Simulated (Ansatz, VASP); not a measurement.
# In: VASP beside Ansatz

```
In
1.0
     3.09027    0.00000    0.00000
     0.00000    3.09027    0.00000
     0.00000    0.00000    3.09027
In
1
Direct
  0.00000 0.00000 0.00000
```

Alike in both runs: functional PBE; k mesh 13 × 13 × 13; occupations fermi-dirac, width 0.05 eV; non-collinear spin, spin-orbit coupling.

Ansatz relaxed the structure, and its values are those at the end. VASP's run is a single point on that final structure, the one shown.

|  | VASP | Ansatz |
| --- | --- | --- |
| version | VASP 6.6.1 | Ansatz 0.2.0 |
| potentials or method | VASP PAW PBE potentials, release 64 (In_d) | PAW with Ansatz's default frozen-core files, fully relativistic files with spin-orbit coupling |
| plane-wave cutoff (eV) | 520 | 420 |
| valence electrons in the cell | 13 | 13 |

|  | VASP | Ansatz | Ansatz less VASP |
| --- | --- | --- | --- |
| pressure (GPa) | 0.0 | 0.0 | 0.00 |
